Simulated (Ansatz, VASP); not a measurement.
Si3N in VASP and in Ansatz

```xyz
8
Lattice="3.8333 0.0000 0.0000 0.0000 5.4212 0.0000 0.0000 0.0000 22.4878" Properties=species:S:1:pos:R:3 pbc="T T T"
Si    1.9167    0.0000    4.0000
Si    0.0000    1.3553    4.0000
Si    0.0000    2.7316    5.8663
Si    1.9167    4.0448    5.8663
Si    1.9167    0.0466    7.6878
Si    0.0000    1.3087    7.6878
N     3.8333    0.9502   11.3878
N     3.8333    0.9502   12.4878
```

Alike in both runs: task single point; functional PBE; dispersion D3(BJ); k mesh 7 × 5 × 1; occupations gaussian, width 0.05 eV; no spin polarisation.

|  | VASP | Ansatz |
| --- | --- | --- |
| version | VASP 6.6.1 | Ansatz 0.2.0 |
| potentials or method | VASP PAW PBE potentials, release 64 (Si, N), cutoff 520 eV | scalar-relativistic, plane waves, PAW |
| valence electrons in the cell | 34 | 34 |

```tsv
	VASP	Ansatz	Ansatz less VASP
gap on the k mesh at the Fermi level (eV)	none	none	-
rms of the force components (eV/Å)	0.634	0.189	-0.4445
```

Atom by atom the forces differ by 0.519 eV/Å (rms over components). A gap of «none» marks a metal or a gap that the smearing closes. One of these differences is far larger than is usual between the two programs; its cause wasn't traced.

Noted on VASP's run: the standard files for N, O and F lose accuracy on very short bonds.
